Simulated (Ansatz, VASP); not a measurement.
**One calculation of BeTe, two programs**

```
CELL_PARAMETERS angstrom
0.00000 2.71533 2.71533
2.71533 0.00000 2.71533
2.71533 2.71533 0.00000
ATOMIC_POSITIONS crystal
Be 0.00000 0.00000 0.00000
Te 0.50000 0.50000 0.50000
```

Change from the starting cell: volume scaled by 1.04, PAW files.

Alike in both runs: task electric field gradients; functional PBE; k mesh 13 × 13 × 13; occupations fermi-dirac, width 0.05 eV; no spin polarisation.

|  | VASP | Ansatz |
| --- | --- | --- |
| version | VASP 6.6.1 | Ansatz 0.2.0 |
| potentials or method | VASP PAW PBE potentials, release 64 (Be, Te) | PAW with Ansatz's default frozen-core files, scalar-relativistic |
| plane-wave cutoff (eV) | 520 | 420 |
| valence electrons in the cell | 8 | 18 |

|  | VASP | Ansatz | Ansatz less VASP |
| --- | --- | --- | --- |
| pressure (GPa) | -2.4 | -2.4 | -0.05 |

VASP's potentials hold 8 valence electrons a cell and Ansatz's 18, so a difference there can come from the potentials and not from the codes.

Spin-orbit coupling is off throughout.
